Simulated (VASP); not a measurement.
Crystal: H2PbO3.

```
H Pb O
1.0
     4.82831    0.00000    0.00000
    -2.41415    4.18144    0.00000
     0.00000    0.00000    3.39126
H Pb O
2 1 3
Direct
  0.66667 0.33333 0.96314
  0.33333 0.66667 0.96314
  0.00000 0.00000 0.88881
  0.50000 0.50000 0.45952
  0.50000 0.00000 0.45952
  0.00000 0.50000 0.45952
```

The cell was generated, and may not be a known phase.

```yaml
Program: VASP 6.6.1
Task: relaxation of cell and atoms
Functional: PBE
Potentials_or_basis: VASP PAW PBE potentials, release 64 (H, Pb_d, O)
Cutoff: 600 eV
k_mesh: 6 × 6 × 6
Occupations: gaussian, width 0.1 eV
Spin: no spin polarisation
```

At the start: pressure -13.9 GPa; volume 11.41 Å³/atom.

How do energy, volume and symmetry change on relaxing?

Over 55 steps the energy falls by 1024.7 meV/atom and the volume is 11.16 Å³/atom (-2.2 %); space group P6mm (No. 183, to 0.1 Å) before and after.

Step by step:
| step | energy change (eV) | largest force (eV/Å) | pressure (GPa) | volume (Å³) |
| --- | --- | --- | --- | --- |
| 1 | 0.0000 | 0.4002 | -13.85 | 68.47 |
| 3 | -1.0859 | 0.2128 | 2.09 | 54.22 |
| 5 | -1.2366 | 0.3713 | 3.38 | 53.15 |
| 7 | -1.2842 | 0.6477 | -0.47 | 54.80 |
| 9 | -1.3355 | 1.1629 | -6.35 | 58.00 |
| 11 | -1.4909 | 1.7525 | -9.25 | 60.10 |
| 13 | -2.4361 | 2.5557 | -16.28 | 69.01 |
| 15 | -3.0807 | 1.7459 | -18.30 | 79.21 |
| 17 | -3.2074 | 1.4676 | -18.27 | 81.27 |
| 19 | -3.3982 | 1.0225 | -18.02 | 83.81 |
| 21 | -4.2801 | 0.8680 | -16.62 | 78.30 |
| 23 | -5.9697 | 0.2079 | 7.54 | 58.28 |
| 25 | -6.0316 | 0.2664 | 1.39 | 60.77 |
| 27 | -6.0377 | 0.2363 | 2.24 | 60.53 |
| 29 | -6.0815 | 0.1452 | 1.11 | 62.23 |
| 31 | -6.0871 | 0.1174 | 0.61 | 63.06 |
| 33 | -6.0928 | 0.1038 | -0.75 | 63.67 |
| 35 | -6.0978 | 0.0645 | 0.29 | 62.61 |
| 37 | -6.0990 | 0.0678 | 0.19 | 62.80 |
| 39 | -6.1013 | 0.0550 | 0.47 | 63.06 |
| 41 | -6.1028 | 0.0615 | -0.10 | 63.51 |
| 43 | -6.1030 | 0.0705 | -0.37 | 63.74 |
| 45 | -6.1080 | 0.0877 | -0.28 | 63.83 |
| 47 | -6.1140 | 0.1902 | 0.89 | 64.21 |
| 49 | -6.1185 | 0.1321 | 0.41 | 64.09 |
| 51 | -6.1228 | 0.1507 | 0.75 | 64.52 |
| 53 | -6.1363 | 0.1016 | 0.04 | 65.62 |
| 55 | -6.1483 | 0.0200 | 0.16 | 66.97 |

Final structure:
```
CELL_PARAMETERS angstrom
4.58277 0.00000 0.00000
-2.29138 3.96879 0.00000
0.00000 0.00000 3.68224
ATOMIC_POSITIONS crystal
H 0.66667 0.33333 0.27452
H 0.33333 0.66667 0.27452
Pb 0.00000 0.00000 0.67449
O 0.50000 0.50000 0.32337
O 0.50000 0.00000 0.32337
O 0.00000 0.50000 0.32337
```
